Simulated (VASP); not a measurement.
# KMgF3 (Pm-3m) in VASP: a series of runs, part 3 of 3

VASP 6.6.1. Earlier steps stand in the parts before.

**6. Single point, r2SCAN**

This run uses another cell than the first one, of 12.14 Å³/atom, 1.016 times its volume.

POSCAR reads:

```
KMgF3
1.0
    3.9298289100      0.0000000000      0.0000000000
    0.0000000000      3.9298289100      0.0000000000
    0.0000000000      0.0000000000      3.9298289100
K Mg F
1 1 3
Direct
    0.5000000000      0.5000000000      0.5000000000
    0.0000000000      0.0000000000      0.0000000000
    0.5000000000      0.0000000000      0.0000000000
    0.0000000000      0.5000000000      0.0000000000
    0.0000000000      0.0000000000      0.5000000000
```

INCAR.step1 reads:

```
  PREC = Accurate
  ENCUT = 520
  ISMEAR = -1
  SIGMA = 0.02
  LREAL = F
  LASPH = T
  NELM = 80
  NBANDS = 24
  GGA = PE
  ALGO = Normal
  EDIFF = 1E-4
  LWAVE = T
  LCHARG = F
```

INCAR.step2 reads:

```
  PREC = Accurate
  ENCUT = 520
  EDIFF = 1E-7
  ISMEAR = -1
  SIGMA = 0.02
  LREAL = F
  LASPH = T
  NELM = 80
  ALGO = Normal
  ISIF = 2
  LWAVE = F
  LCHARG = F
  METAGGA = R2SCAN
  LMIXTAU = T
  NBANDS = 24
  ISTART = 1
```

KPOINTS reads:

```
regular mesh
0
Gamma
  8 8 8
```

Potentials or basis: VASP PAW PBE potentials, release 64 (K_sv, Mg, F).

Run with:

```sh
cat potpaw_PBE.64/K_sv/POTCAR potpaw_PBE.64/Mg/POTCAR potpaw_PBE.64/F/POTCAR > POTCAR
cp INCAR.step1 INCAR
mpirun -np 1 vasp_std > vasp.out
cp INCAR.step2 INCAR
mpirun -np 1 vasp_std > vasp.out
```

OUTCAR:

```text
PREC = Accurate
   ENCUT = 520
   EDIFF = 1E-7
   ISMEAR = -1
   LREAL = F
   LASPH = T
   NELM = 80
   ISIF = 2
   METAGGA = R2SCAN
   ISTART = 1

 ion  position               nearest neighbor table
   1  0.500  0.500  0.500-   3 2.78   4 2.78   5 2.78   3 2.78   4 2.78   3 2.78   5 2.78   3 2.78
                             4 2.78   5 2.78   4 2.78   5 2.78   2 3.40   2 3.40   2 3.40   2 3.40
   2  0.000  0.000  0.000-   3 1.96   4 1.96   5 1.96   5 1.96   4 1.96   3 1.96   1 3.40   1 3.40
                             1 3.40   1 3.40   1 3.40   1 3.40   1 3.40   1 3.40
[... 855 lines left out ...]
  -------------------------------------------------------------------------------------
  Total        1.0135266      1.0135266      1.0135266      0.0000000      0.0000000      0.0000000
  in kB       26.7562231     26.7562231     26.7562231      0.0000000      0.0000000      0.0000000
  external PRESSURE =      26.7562231 kB  Pullay stress =       0.0000000 kB

 VOLUME and BASIS-vectors are now :
 -----------------------------------------------------------------------------
  energy-cutoff  :      520.00
  volume of cell :       60.69
      direct lattice vectors                 reciprocal lattice vectors
     3.929828910  0.000000000  0.000000000     0.254464004  0.000000000  0.000000000
     0.000000000  3.929828910  0.000000000     0.000000000  0.254464004  0.000000000
     0.000000000  0.000000000  3.929828910     0.000000000  0.000000000  0.254464004

 POSITION                                       TOTAL-FORCE (eV/Angst)
 -----------------------------------------------------------------------------------
      1.96491      1.96491      1.96491         0.000000      0.000000      0.000000
      0.00000      0.00000      0.00000         0.000000      0.000000      0.000000
      1.96491      0.00000      0.00000         0.000000      0.000000      0.000000
      0.00000      1.96491      0.00000         0.000000      0.000000      0.000000
      0.00000      0.00000      1.96491         0.000000      0.000000      0.000000
 -----------------------------------------------------------------------------------
    total drift:                                0.000000     -0.000000      0.000000

  FREE ENERGIE OF THE ION-ELECTRON SYSTEM (eV)
  ---------------------------------------------------
  free  energy   TOTEN  =       -37.3958946449 eV

  energy  without entropy=      -37.3958946449  energy(sigma->0) =      -37.39589464
```

OSZICAR.step1:

```text
N       E                     dE             d eps       ncg     rms          rms(c)
DAV:   1     0.218754638056E+03    0.21875E+03   -0.17475E+04  1704   0.129E+03
DAV:   2    -0.152901100589E+02   -0.23404E+03   -0.22620E+03  2144   0.343E+02
DAV:   3    -0.260420684282E+02   -0.10752E+02   -0.10693E+02  2376   0.686E+01
DAV:   4    -0.265315417531E+02   -0.48947E+00   -0.48936E+00  2264   0.871E+00
DAV:   5    -0.265343036187E+02   -0.27619E-02   -0.27618E-02  2256   0.717E-01    0.909E+00
DAV:   6    -0.243196716014E+02    0.22146E+01   -0.70177E+00  2008   0.195E+01    0.424E+00
DAV:   7    -0.243227570143E+02   -0.30854E-02   -0.32228E-01  2008   0.312E+00    0.250E+00
DAV:   8    -0.243239490085E+02   -0.11920E-02   -0.74540E-02  2136   0.241E+00    0.336E-01
DAV:   9    -0.243230840056E+02    0.86500E-03   -0.18120E-02  2136   0.935E-01    0.149E-01
DAV:  10    -0.243232880050E+02   -0.20400E-03   -0.10962E-03  1920   0.246E-01    0.808E-02
DAV:  11    -0.243233060023E+02   -0.17997E-04   -0.22357E-05  1400   0.411E-02
   1 F= -.24323306E+02 E0= -.24323306E+02  d E =-.205175E-12
```

Run time: 1.8 min. Hardware: 1 thread of Intel Xeon Platinum 8488C (Sapphire Rapids), shared host; peak memory 0.2 GiB.

What came out:

| Quantity | Value |
| --- | --- |
| Free energy | -37.3959 eV |
| Pressure | 2.7 GPa |
| Band gap on the k mesh | 8.59 eV, indirect (least direct gap 8.91 eV) |

Levels at points of the mesh, in eV from the valence-band top:
```tsv
k point	band 13	band 14	band 15	band 16	band 17	band 18	band 19	band 20
(0.00, 0.00, 0.00)	-0.68	-0.32	-0.32	-0.32	8.59	10.90	10.90	13.28
(0.50, 0.00, 0.00)	-0.91	-0.91	-0.56	-0.56	11.29	11.93	12.01	13.91
(0.50, 0.50, 0.00)	-1.11	-0.93	-0.93	-0.02	12.13	12.76	13.98	13.98
(0.50, 0.50, 0.50)	-1.16	0.00	0.00	0.00	11.55	11.55	11.55	15.20
```

Caveat: the PAW data sets were made with another functional, which shifts forces and pressure a little. r2SCAN opens gaps a little over a GGA but as a rule still falls short of measured ones.

**7. The runs side by side**

```csv
level,potentials or basis,cell,gap on the mesh (eV),pressure (GPa)
LDA,"VASP PAW LDA potentials, release 64 (K_sv, Mg, F)","a = 3.909 Å, 5 atoms",7.41,-0.9
PBEsol,"VASP PAW PBE potentials, release 64 (K_sv, Mg, F)","a = 3.992 Å, 5 atoms",7.09,-0.4
PBE,"VASP PAW PBE potentials, release 64 (K_sv, Mg, F)","a = 4.055 Å, 5 atoms",6.93,-0.4
r2SCAN,"VASP PAW PBE potentials, release 64 (K_sv, Mg, F)","a = 3.902 Å, 5 atoms",8.77,4.7
r2SCAN,"VASP PAW PBE potentials, release 64 (K_sv, Mg, F)","a = 3.930 Å, 5 atoms",8.59,2.7
```

Alike in all rows: task single point; no spin polarisation; k mesh 8 × 8 × 8; cutoff (eV) 520; smearing fermi-dirac 0.02 eV.

Caveats: the PAW data sets were made with another functional, which shifts forces and pressure a little (some runs).

Total energies depend on the potentials used, so only differences within one code and one set of settings carry meaning.
